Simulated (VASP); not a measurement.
TiC, 2 atoms in the cell. The structure is cubic, space group Fm-3m (No. 225). The conventional cell has a = 4.331 Å, b = 4.331 Å, c = 4.331 Å, α = 90.00°, β = 90.00°, γ = 90.00°. Ti (site symmetry m-3m) has 6 C at 2.17 Å within 2.9 Å. C (site symmetry m-3m) has 6 Ti at 2.17 Å within 2.9 Å. 

| Property | Result |
| --- | --- |
| Program | VASP 6.6.1 |
| Task | relaxation of cell and atoms |
| Functional | LDA |
| Potentials or basis | VASP PAW LDA potentials, release 64 (Ti_sv, C) |
| Cutoff | 600 eV |
| k mesh | 8 × 8 × 8 |
| Occupations | gaussian, width 0.1 eV |
| Spin | no spin polarisation |
| Dipole correction | no |
| Further INCAR settings | ALGO = Normal; EDIFF = 1e-07; IBRION = 2; EDIFFG = -0.05; NSW = 100; ISIF = 3 |

Potentials or basis: VASP PAW LDA potentials, release 64 (Ti_sv, C).

Command:

```bash
$ cat potpaw_LDA.64/Ti_sv/POTCAR potpaw_LDA.64/C/POTCAR > POTCAR
$ mpirun -np 1 vasp_std > vasp.out
```

Hardware: 1 thread of Intel Xeon 8259CL (shared host).

Task: Estimate the wall time of this run.

Result: Wall time 15 s on 1 thread of Intel Xeon 8259CL, with other jobs on the host, peak memory 0.14 GiB. Counts: scf iterations 40, k points 29, ion steps 3.
